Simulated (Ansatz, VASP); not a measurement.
Given: the input of a run of VASP 6.6.1 on GaN.

File POSCAR:

```
GaN
1.0
    0.0000000000      2.2074978911      2.2074978911
    2.2074978911      0.0000000000      2.2074978911
    2.2074978911      2.2074978911      0.0000000000
Ga N
1 1
Direct
    0.0000000000      0.0000000000      0.0000000000
    0.2500000000      0.2500000000      0.2500000000
```

File INCAR.step1:

```
SYSTEM = GaN
PREC     = Accurate       ! precision mode
ENCUT    = 520            ! plane-wave cutoff, eV
EDIFF    = 1E-5           ! SCF threshold, eV
ISMEAR   = -1             ! smearing method
SIGMA    = 0.05           ! smearing width, eV
LREAL    = .FALSE.        ! projectors in reciprocal space
LASPH    = .TRUE.         ! aspherical terms in the spheres
NELM     = 60             ! most SCF steps
ALGO     = Normal         ! electronic algorithm
ISIF     = 2              ! what is computed and relaxed
LWAVE    = .TRUE.         ! write WAVECAR
NBANDS   = 16             ! bands
GGA      = PE             ! functional
```

The input INCAR.step2:

```
SYSTEM = GaN
PREC     = Accurate       ! precision mode
ENCUT    = 520            ! plane-wave cutoff, eV
EDIFF    = 1E-6           ! SCF threshold, eV
ISMEAR   = -1             ! smearing method
SIGMA    = 0.05           ! smearing width, eV
LREAL    = .FALSE.        ! projectors in reciprocal space
LASPH    = .TRUE.         ! aspherical terms in the spheres
NELM     = 60             ! most SCF steps
ALGO     = Normal         ! electronic algorithm
ISIF     = 2              ! what is computed and relaxed
LWAVE    = .FALSE.        ! write WAVECAR
LCHARG   = .TRUE.         ! write CHGCAR
GGA      = B3             ! functional
LHFCALC  = .TRUE.         ! exact exchange
AEXX     = 0.2            ! exact-exchange fraction
AGGAX    = 0.72         
AGGAC    = 0.81         
ALDAC    = 0.19         
PRECFOCK = Normal       
LELF     = .TRUE.         ! ELF
LVHAR    = .TRUE.       
NBANDS   = 16             ! bands
ISTART   = 1
```

KPOINTS

```
Automatic mesh
0
G
  5 5 5
  0 0 0
```

Potentials or basis: VASP PAW PBE potentials, release 64 (Ga_d, N).

Command:

```sh
$ cat potpaw_PBE.64/Ga_d/POTCAR potpaw_PBE.64/N/POTCAR > POTCAR
$ cp INCAR.step1 INCAR
$ mpirun -np 1 vasp_std > vasp.out
$ cp INCAR.step2 INCAR
$ mpirun -np 1 vasp_std > vasp.out
```

Set up the same calculation for Ansatz 0.2.0. Potentials there: Ansatz PAW.

As run (the cutoff follows the program's own potentials):

The input input.yaml:

```yaml
crystal:
  lattice:
    - [0.0, 2.2074978911, 2.2074978911]
    - [2.2074978911, 0.0, 2.2074978911]
    - [2.2074978911, 2.2074978911, 0.0]
  atoms:
    - { symbol: Ga, position: [0.0, 0.0, 0.0] }
    - { symbol: "N", position: [0.25, 0.25, 0.25] }
hamiltonian:
  xc: b3lyp
  pseudopotentials: { kind: paw }
kpoints:
  mp_grid: { grid: [5, 5, 5] }
scf:
  occupations: { method: fermi_dirac, width: 0.05 }
output:
  forces: true
  stress: true
  eigenvalues: true
```

Potentials or basis: Ansatz PAW.

The run is started by

```sh
$ ansatz run input.yaml --threads 2 --pin off --max-ram 5632MiB --backend cpu --events-out ev --progress --plain --runs-dir out
```

Both were run:

|  | VASP | Ansatz | Ansatz less VASP |
| --- | --- | --- | --- |
| gap on the k mesh at the Fermi level (eV) | 3.90 | 3.88 | -0.023 |
| least direct gap on the mesh (eV) | 3.90 | 3.88 | -0.023 |
| pressure (GPa) | 19.6 | 18.1 | -1.54 |

VASP's potentials were made for PBE, not for B3LYP.

The k mesh is coarse, so the values compare programs but aren't converged. Noted on Ansatz's run: odd divisions of the mesh miss points on the zone boundary, where band edges often lie, so the gap on the mesh can be too wide.
